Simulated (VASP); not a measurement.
# Ho2O (P4_2/nmc) in VASP: a series of runs, part 2 of 2

VASP 6.6.1. Earlier steps stand in the parts before.

## 3. Single point, PBE (21.80 Å³/atom)

This run uses another cell than the first one, of 21.80 Å³/atom.

Input file INCAR:

```
SYSTEM = Ho2O
PREC     = Accurate       ! precision mode
ENCUT    = 600            ! plane-wave cutoff, eV
EDIFF    = 1E-6           ! SCF threshold, eV
ISMEAR   = 0              ! smearing method
SIGMA    = 0.1            ! smearing width, eV
LREAL    = .False.        ! projectors in reciprocal space
LASPH    = .True.         ! aspherical terms in the spheres
NELM     = 200            ! most SCF steps
ALGO     = Normal         ! electronic algorithm
ISIF     = 2              ! what is computed and relaxed
LWAVE    = .False.        ! write WAVECAR
LCHARG   = .True.         ! write CHGCAR
GGA      = PE             ! functional
LELF     = .True.         ! ELF
LVHAR    = .True.       
NBANDS   = 33             ! bands
GGA_COMPAT= .False.      
LMAXMIX  = 6              ! l up to which the mixer works
```

Input file KPOINTS:

```
Automatic mesh
0
Gamma
  8 8 4
  0 0 0
```

Input file POSCAR:

```
Ho2O
1.0
    3.5872276575      0.0000000000      0.0000000000
    0.0000000000      3.5872276575      0.0000000000
    0.0000000000      0.0000000000     10.1660931812
Ho O
4 2
Direct
    0.5000000000      0.0000000000      0.1192878301
    0.5000000000      0.0000000000      0.6192878301
    0.0000000000      0.5000000000      0.3807121699
    0.0000000000      0.5000000000      0.8807121699
    0.0000000000      0.0000000000      0.5000000000
    0.5000000000      0.5000000000      0.0000000000
```

Potentials or basis: VASP PAW PBE potentials, release 64 (Ho_3, O), 4f in core.

Command:

```sh
cat potpaw_PBE.64/Ho_3/POTCAR potpaw_PBE.64/O/POTCAR > POTCAR
mpirun -np 1 vasp_std > vasp.out
```

OUTCAR:

```text
SYSTEM = Ho2O
   PREC = Accurate
   ENCUT = 600
   EDIFF = 1E-6
   ISMEAR = 0
   LREAL = .False.
   LASPH = .True.
   NELM = 200
   ISIF = 2
   GGA = PE

 ion  position               nearest neighbor table
   1  0.500  0.000  0.119-   6 2.17   6 2.17   4 3.51   4 3.51   4 3.51   4 3.51   3 3.67   3 3.67
                             3 3.67   3 3.67
   2  0.500  0.000  0.619-   5 2.17   5 2.17   3 3.51   3 3.51   3 3.51   3 3.51   4 3.67   4 3.67
                             4 3.67   4 3.67
   3  0.000  0.500  0.381-   5 2.17   5 2.17   2 3.51   2 3.51   2 3.51   2 3.51   1 3.67   1 3.67
                             1 3.67   1 3.67
   4  0.000  0.500  0.881-   6 2.17   6 2.17   1 3.51   1 3.51   1 3.51   1 3.51   2 3.67   2 3.67
                             2 3.67   2 3.67
[... 1077 lines left out ...]
  Total        6.4781281      6.4781281      6.4112199      0.0000000     -0.0000000     -0.0000000
  in kB       79.3392611     79.3392611     78.5198195      0.0000000     -0.0000000     -0.0000000
  external PRESSURE =      79.0661139 kB  Pullay stress =       0.0000000 kB

 VOLUME and BASIS-vectors are now :
 -----------------------------------------------------------------------------
  energy-cutoff  :      600.00
  volume of cell :      130.82
      direct lattice vectors                 reciprocal lattice vectors
     3.587227658  0.000000000  0.000000000     0.278766807  0.000000000  0.000000000
     0.000000000  3.587227658  0.000000000     0.000000000  0.278766807  0.000000000
     0.000000000  0.000000000 10.166093181     0.000000000  0.000000000  0.098366204

 POSITION                                       TOTAL-FORCE (eV/Angst)
 -----------------------------------------------------------------------------------
      1.79361      0.00000      1.21269        -0.000000      0.000000      0.155346
      1.79361      0.00000      6.29574         0.000000     -0.000000      0.155346
      0.00000      1.79361      3.87036        -0.000000     -0.000000     -0.155346
      0.00000      1.79361      8.95340        -0.000000      0.000000     -0.155346
      0.00000      0.00000      5.08305         0.000000     -0.000000      0.000000
      1.79361      1.79361      0.00000        -0.000000      0.000000      0.000000
 -----------------------------------------------------------------------------------
    total drift:                                0.000000      0.000000      0.000000

  FREE ENERGIE OF THE ION-ELECTRON SYSTEM (eV)
  ---------------------------------------------------
  free  energy   TOTEN  =       -39.1943484303 eV

  energy  without entropy=      -39.1803038593  energy(sigma->0) =      -39.18732614
```

OSZICAR:

```text
N       E                     dE             d eps       ncg     rms          rms(c)
DAV:   1     0.617731074417E+03    0.61773E+03   -0.19839E+04  3130   0.156E+03
DAV:   2     0.692968622367E+02   -0.54843E+03   -0.52746E+03  4407   0.753E+02
DAV:   3    -0.333874371260E+02   -0.10268E+03   -0.96485E+02  4959   0.241E+02
DAV:   4    -0.435145232409E+02   -0.10127E+02   -0.96236E+01  4864   0.737E+01
DAV:   5    -0.440619428829E+02   -0.54742E+00   -0.53825E+00  4924   0.241E+01    0.499E+01
DAV:   6    -0.390901459197E+02    0.49718E+01   -0.27625E+01  5468   0.327E+01    0.364E+01
DAV:   7    -0.392379616435E+02   -0.14782E+00   -0.36199E+00  4844   0.156E+01    0.125E+01
DAV:   8    -0.391912702478E+02    0.46691E-01   -0.26953E-01  4860   0.526E+00    0.123E+00
DAV:   9    -0.391948828288E+02   -0.36126E-02   -0.82786E-02  5020   0.187E+00    0.492E-01
DAV:  10    -0.391959818893E+02   -0.10991E-02   -0.24784E-02  4692   0.107E+00    0.301E-01
DAV:  11    -0.391943679865E+02    0.16139E-02   -0.12008E-02  4908   0.673E-01    0.102E-01
DAV:  12    -0.391943413971E+02    0.26589E-04   -0.80653E-04  4700   0.264E-01    0.270E-02
DAV:  13    -0.391943490736E+02   -0.76766E-05   -0.65672E-05  4708   0.634E-02    0.980E-03
DAV:  14    -0.391943488571E+02    0.21656E-06   -0.11778E-05  4716   0.265E-02    0.652E-03
DAV:  15    -0.391943484303E+02    0.42678E-06   -0.71036E-07  2676   0.133E-02
   1 F= -.39194348E+02 E0= -.39187326E+02  d E =-.140446E-01
```

stdout:

```text
POSCAR found type information on POSCAR HoO
 POSCAR found :  2 types and       6 ions
 scaLAPACK will be used
 LDA part: xc-table for (Slater+PW92), standard interpolation
 POSCAR, INCAR and KPOINTS ok, starting setup
 FFT: planning ... GRIDC
 FFT: planning ... GRID_SOFT
 FFT: planning ... GRID
 WAVECAR not read
 entering main loop
```

Run time: 2.4 min. Hardware: 1 thread of Intel Xeon 6975P-C (Granite Rapids), shared host; peak memory 0.36 GiB.

Results:

```
Free energy            : -39.1943 eV
Pressure               : 7.9 GPa
Largest force          : 0.155 eV/Å
Band gap on the k mesh : zero (bands 24 and 25 overlap by 0.08 eV)
```

Forces on the atoms (eV/Å):
```
Ho   0.000  0.000  0.155
Ho   0.000  0.000  0.155
Ho   0.000  0.000 -0.155
Ho   0.000  0.000 -0.155
O    0.000  0.000  0.000
O    0.000  0.000  0.000
```

Caveat: the cell stands under pressure; spin-orbit coupling is left out, which moves the levels of the heavy elements; the 4f electrons are frozen in the core, so they carry no moment and show no levels; the run has no spin polarisation, though such a crystal can be magnetic. Spin polarisation is off, so any magnetic state and its effect on volume and gap are missing.
